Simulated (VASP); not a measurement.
Input of a VASP 6.6.1 run:

INCAR

```
ALGO = Normal
EDIFF = 1E-6
ENCUT = 520
GGA = CA
ISIF = 2
ISMEAR = -1
LASPH = True
LCHARG = False
LREAL = False
LWAVE = False
NBANDS = 12
NELM = 80
PREC = Accurate
SIGMA = 0.03
```

Contents of KPOINTS:

```
k-points
0
Gamma
  10 10 10
```

POSCAR

```
LiF
1.0
    0.0000000000      2.0273381370      2.0273381370
    2.0273381370      0.0000000000      2.0273381370
    2.0273381370      2.0273381370      0.0000000000
Li F
1 1
Direct
    0.0000000000      0.0000000000      0.0000000000
    0.5000000000      0.5000000000      0.5000000000
```

Potentials or basis: VASP PAW LDA potentials, release 64 (Li_sv, F).

Run with:

```sh
$ cat potpaw_LDA.64/Li_sv/POTCAR potpaw_LDA.64/F/POTCAR > POTCAR
$ mpirun -np 1 vasp_std > vasp.out
```

Problem. Predict the band gap on the k mesh.

Solution. 8.66 eV, direct.

 A k mesh can miss the band edges.
